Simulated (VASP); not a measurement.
# AlN (P6_3mc) in VASP: a series of runs, part 2 of 2

VASP 6.6.1.

**3. Single point, PBEsol**

This run uses another cell than the first one, of the same volume but with other edges.

INCAR reads:

```
SYSTEM = AlN
PREC = Accurate ; ENCUT = 520
EDIFF = 1E-7 ; ISMEAR = 0
SIGMA = 0.05 ; LREAL = .FALSE.
LASPH = .TRUE. ; NELM = 80
ALGO = Normal ; ISIF = 2
LWAVE = .FALSE. ; LCHARG = .FALSE.
GGA = PS ; NBANDS = 16
```

KPOINTS reads:

```
Automatic mesh
0
G
  9 9 6
  0 0 0
```

POSCAR reads:

```
AlN
1.0
    3.3512254781      0.0000000000      0.0000000000
   -1.6756127390      2.9022463978      0.0000000000
    0.0000000000      0.0000000000      4.2899103548
Al N
2 2
Direct
    0.3333333333      0.6666666667      0.0000000000
    0.6666666667      0.3333333333      0.5000000000
    0.3333333333      0.6666666667      0.3850000000
    0.6666666667      0.3333333333      0.8850000000
```

Potentials or basis: VASP PAW PBE potentials, release 64 (Al, N).

The run is started by

```console
$ cat potpaw_PBE.64/Al/POTCAR potpaw_PBE.64/N/POTCAR > POTCAR
$ mpirun -np 1 vasp_std > vasp.out
```

OUTCAR:

```text
SYSTEM = AlN
   PREC = Accurate
   ENCUT = 520
   EDIFF = 1E-7
   ISMEAR = 0
   LREAL = .FALSE.
   LASPH = .TRUE.
   NELM = 80
   ISIF = 2
   GGA = PS

 ion  position               nearest neighbor table
   1  0.333  0.667  0.000-   3 1.65   4 2.00   4 2.00   4 2.00   2 2.89   2 2.89   2 2.89   2 2.89
                             2 2.89   2 2.89
   2  0.667  0.333  0.500-   4 1.65   3 2.00   3 2.00   3 2.00   1 2.89   1 2.89   1 2.89   1 2.89
                             1 2.89   1 2.89
   3  0.333  0.667  0.385-   1 1.65   2 2.00   2 2.00   2 2.00
   4  0.667  0.333  0.885-   2 1.65   1 2.00   1 2.00   1 2.00

[... 661 lines left out ...]
  -------------------------------------------------------------------------------------
  Total       -5.3763386     -5.3763386     19.6435852     -0.0000000      0.0000000     -0.0000000
  in kB     -206.4481767   -206.4481767    754.3018804     -0.0000000      0.0000000     -0.0000000
  external PRESSURE =     113.8018423 kB  Pullay stress =       0.0000000 kB

 VOLUME and BASIS-vectors are now :
 -----------------------------------------------------------------------------
  energy-cutoff  :      520.00
  volume of cell :       41.72
      direct lattice vectors                 reciprocal lattice vectors
     3.351225478  0.000000000  0.000000000     0.298398304  0.172280341  0.000000000
    -1.675612739  2.902246398  0.000000000     0.000000000  0.344560683  0.000000000
     0.000000000  0.000000000  4.289910355     0.000000000  0.000000000  0.233105104

 POSITION                                       TOTAL-FORCE (eV/Angst)
 -----------------------------------------------------------------------------------
     -0.00000      1.93483      0.00000        -0.000000     -0.000000     -5.590582
      1.67561      0.96742      2.14496         0.000000      0.000000     -5.590582
     -0.00000      1.93483      1.65162         0.000000     -0.000000      5.590582
      1.67561      0.96742      3.79657        -0.000000      0.000000      5.590582
 -----------------------------------------------------------------------------------
    total drift:                               -0.000000      0.000000     -0.000207

  FREE ENERGIE OF THE ION-ELECTRON SYSTEM (eV)
  ---------------------------------------------------
  free  energy   TOTEN  =       -29.5696928089 eV

  energy  without entropy=      -29.5696928089  energy(sigma->0) =      -29.56969281
```

OSZICAR:

```text
N       E                     dE             d eps       ncg     rms          rms(c)
DAV:   1     0.415465134218E+02    0.41547E+02   -0.73040E+03  1536   0.893E+02
DAV:   2    -0.312003014111E+02   -0.72747E+02   -0.67223E+02  2232   0.187E+02
DAV:   3    -0.347353873847E+02   -0.35351E+01   -0.35274E+01  1776   0.430E+01
DAV:   4    -0.347570701803E+02   -0.21683E-01   -0.21681E-01  1944   0.381E+00
DAV:   5    -0.347573700259E+02   -0.29985E-03   -0.29985E-03  1792   0.446E-01    0.125E+01
DAV:   6    -0.296888430906E+02    0.50685E+01   -0.10230E+01  1912   0.236E+01    0.446E+00
DAV:   7    -0.296241225329E+02    0.64721E-01   -0.69896E-01  1632   0.604E+00    0.299E+00
DAV:   8    -0.295741397423E+02    0.49983E-01   -0.10618E-01  1864   0.265E+00    0.523E-01
DAV:   9    -0.295694979932E+02    0.46417E-02   -0.16315E-02  1968   0.957E-01    0.270E-01
DAV:  10    -0.295697479456E+02   -0.24995E-03   -0.17142E-03  1624   0.306E-01    0.107E-01
DAV:  11    -0.295696901341E+02    0.57812E-04   -0.35083E-04  1728   0.149E-01    0.331E-02
DAV:  12    -0.295696927327E+02   -0.25987E-05   -0.17886E-05  1872   0.331E-02    0.876E-03
DAV:  13    -0.295696927502E+02   -0.17516E-07   -0.12586E-06  1840   0.924E-03    0.234E-03
DAV:  14    -0.295696928089E+02   -0.58606E-07   -0.94220E-08  1240   0.238E-03
   1 F= -.29569693E+02 E0= -.29569693E+02  d E =-.318529E-19
```

stdout:

```text
POSCAR found type information on POSCAR AlN
 POSCAR found :  2 types and       4 ions
 scaLAPACK will be used
 -----------------------------------------------------------------------------
|                                                                             |
|                                                                             |
|     You enforced a specific xc type in the INCAR file but a different       |
|     I HOPE YOU KNOW WHAT YOU ARE DOING!                                     |
|                                                                             |
 -----------------------------------------------------------------------------

 LDA part: xc-table for (Slater+PW92), standard interpolation
 POSCAR, INCAR and KPOINTS ok, starting setup
 FFT: planning ... GRIDC
 FFT: planning ... GRID_SOFT
 FFT: planning ... GRID
 WAVECAR not read
 entering main loop
```

It took 39 s on 1 thread of Intel Xeon Platinum 8375C at 2.90GHz (Ice Lake), shared host; peak memory 0.17 GiB.

Results:

```yaml
Free_energy: -29.5697 eV
Pressure: 11.4 GPa
Largest_force: 5.591 eV/Å
Band_gap_on_the_k_mesh: 3.67 eV, indirect (the least direct gap lies 0.5 meV higher)
```

Forces in eV/Å, atoms in the order of the input:
```
Al   0.000  0.000 -5.591
Al   0.000  0.000 -5.591
N    0.000  0.000  5.591
N    0.000  0.000  5.591
```

Caveat: the PAW data sets were made with another functional, which shifts forces and pressure a little. A k mesh can miss the band edges.

**4. Single point, PBEsol**

This run uses another cell than the first one, of the same volume but with other edges.

INCAR reads:

```
SYSTEM = AlN
ALGO = Normal
EDIFF = 1E-7
ENCUT = 520
GGA = PS
ISIF = 2
ISMEAR = 0
LASPH = .TRUE.
LCHARG = .FALSE.
LREAL = .FALSE.
LWAVE = .FALSE.
NBANDS = 16
NELM = 100
PREC = Accurate
SIGMA = 0.05
```

KPOINTS reads:

```
k-points
0
G
  9 9 6
  0 0 0
```

POSCAR reads:

```
AlN
1.0
    2.8504878489      0.0000000000      0.0000000000
   -1.4252439245      2.4685948904      0.0000000000
    0.0000000000      0.0000000000      5.9294870806
Al N
2 2
Direct
    0.3333333333      0.6666666667      0.0000000000
    0.6666666667      0.3333333333      0.5000000000
    0.3333333333      0.6666666667      0.3850000000
    0.6666666667      0.3333333333      0.8850000000
```

Potentials or basis: VASP PAW PBE potentials, release 64 (Al, N).

The run is started by

```console
$ cat potpaw_PBE.64/Al/POTCAR potpaw_PBE.64/N/POTCAR > POTCAR
$ mpirun -np 1 vasp_std > vasp.out
```

OUTCAR:

```text
SYSTEM = AlN
   EDIFF = 1E-7
   ENCUT = 520
   GGA = PS
   ISIF = 2
   ISMEAR = 0
   LASPH = .TRUE.
   LREAL = .FALSE.
   NELM = 100
   PREC = Accurate

 ion  position               nearest neighbor table
   1  0.333  0.667  0.000-   4 1.78   4 1.78   4 1.78   3 2.28
   2  0.667  0.333  0.500-   3 1.78   3 1.78   3 1.78   4 2.28
   3  0.333  0.667  0.385-   2 1.78   2 1.78   2 1.78   1 2.28
   4  0.667  0.333  0.885-   1 1.78   1 1.78   1 1.78   2 2.28

  LATTYP: Found a hexagonal cell.
 ALAT       =     2.8504878489
 C/A-ratio  =     2.0801657102

  Lattice vectors:

 A1 = (   2.8504878489,   0.0000000000,   0.0000000000)
 A2 = (  -1.4252439245,   2.4685948904,   0.0000000000)
 A3 = (   0.0000000000,   0.0000000000,   5.9294870806)

Analysis of symmetry for initial positions (statically):
=====================================================================
 Subroutine PRICEL returns:
 Original cell was already a primitive cell.

 Routine SETGRP: Setting up the symmetry group for a
 hexagonal supercell.

[... 168 lines left out ...]
  ---------------------------------------------------
  free energy    TOTEN  =       -29.08270890 eV

  energy without entropy =      -29.08270890  energy(sigma->0) =      -29.08270890

 E-fermi :   6.5930     XC(G=0): -11.0711

 val. band max:        6.3455092523   @ k =   0.0000   0.0000   0.0000
 cond. band min:       8.1235211032   @ k =   0.0000   0.0000   0.0000
 fundamental gap:      1.7780118508
 Fermi energy:         6.5929949482

 k-point     1 :       0.0000    0.0000    0.0000
  band No.  band energies     occupation
      1      -9.2650      2.00000
      2      -8.1275      2.00000
      3      -0.5144      2.00000
      4       4.7987      2.00000
      5       6.1823      2.00000
      6       6.1823      2.00000
[... 433 lines left out ...]
      3       1.4752      2.00000
      4       2.1278      2.00000
      5       2.1278      2.00000
      6       2.4838      2.00000
[... 8 lines left out ...]
     15      20.0017      0.00000
     16      21.6344      0.00000

 [... further k-points ...]
[... 5 lines left out ...]
  --------------------------------------------------------------------------------------
  -------------------------------------------------------------------------------------
  Total       13.2739983     13.2739983    -10.6361183     -0.0000000      0.0000000      0.0000000
  in kB      509.7135651    509.7135651   -408.4205578     -0.0000000      0.0000000      0.0000000
  external PRESSURE =     203.6688575 kB  Pullay stress =       0.0000000 kB

 VOLUME and BASIS-vectors are now :
 -----------------------------------------------------------------------------
  energy-cutoff  :      520.00
  volume of cell :       41.72
      direct lattice vectors                 reciprocal lattice vectors
     2.850487849  0.000000000  0.000000000     0.350817142  0.202544371  0.000000000
    -1.425243924  2.468594890  0.000000000     0.000000000  0.405088743  0.000000000
     0.000000000  0.000000000  5.929487081     0.000000000  0.000000000  0.168648651

 POSITION                                       TOTAL-FORCE (eV/Angst)
 -----------------------------------------------------------------------------------
     -0.00000      1.64573      0.00000        -0.000000      0.000000      0.947655
      1.42524      0.82286      2.96474        -0.000000      0.000000      0.947655
     -0.00000      1.64573      2.28285         0.000000      0.000000     -0.947655
      1.42524      0.82286      5.24760         0.000000     -0.000000     -0.947655
 -----------------------------------------------------------------------------------
    total drift:                               -0.000000      0.000000     -0.000351

  FREE ENERGIE OF THE ION-ELECTRON SYSTEM (eV)
  ---------------------------------------------------
  free  energy   TOTEN  =       -29.0827089041 eV

  energy  without entropy=      -29.0827089041  energy(sigma->0) =      -29.08270890
```

It took 30 s on 1 thread of Intel Xeon Platinum 8375C at 2.90GHz (Ice Lake), shared host; peak memory 0.17 GiB.

What came out:

```
Free energy            : -29.0827 eV
Pressure               : 20.4 GPa
Largest force          : 0.948 eV/Å
Band gap on the k mesh : 1.78 eV, direct
```

Forces on the atoms (eV/Å):
```
Al   0.000  0.000  0.948
Al   0.000  0.000  0.948
N    0.000  0.000 -0.948
N    0.000  0.000 -0.948
```

Stress tensor (GPa, compression positive):
```
 50.97   0.00   0.00
  0.00  50.97   0.00
  0.00   0.00 -40.84
```

Caveat: the PAW data sets were made with another functional, which shifts forces and pressure a little.

**5. The runs side by side**

| cell | gap on the mesh (eV) | pressure (GPa) | largest force (eV/Å) |
| --- | --- | --- | --- |
| a = 3.061, b = 3.061, c = 5.143 Å, angles 90.0, 90.0, 120.0°, 4 atoms | 4.18 | 1.9 | 0.63 |
| a = 3.351, b = 3.351, c = 4.290 Å, angles 90.0, 90.0, 120.0°, 4 atoms | 3.67 | 11.4 | 5.59 |
| a = 2.850, b = 2.850, c = 5.929 Å, angles 90.0, 90.0, 120.0°, 4 atoms | 1.78 | 20.4 | 0.95 |

Alike in all rows: task single point; level PBEsol; potentials or basis VASP PAW PBE potentials, release 64 (Al, N); no spin polarisation; k mesh 9 × 9 × 6; cutoff (eV) 520; smearing gaussian 0.05 eV.

Caveats: the PAW data sets were made with another functional, which shifts forces and pressure a little.

Total energies depend on the potentials used, so only differences within one code and one set of settings carry meaning.
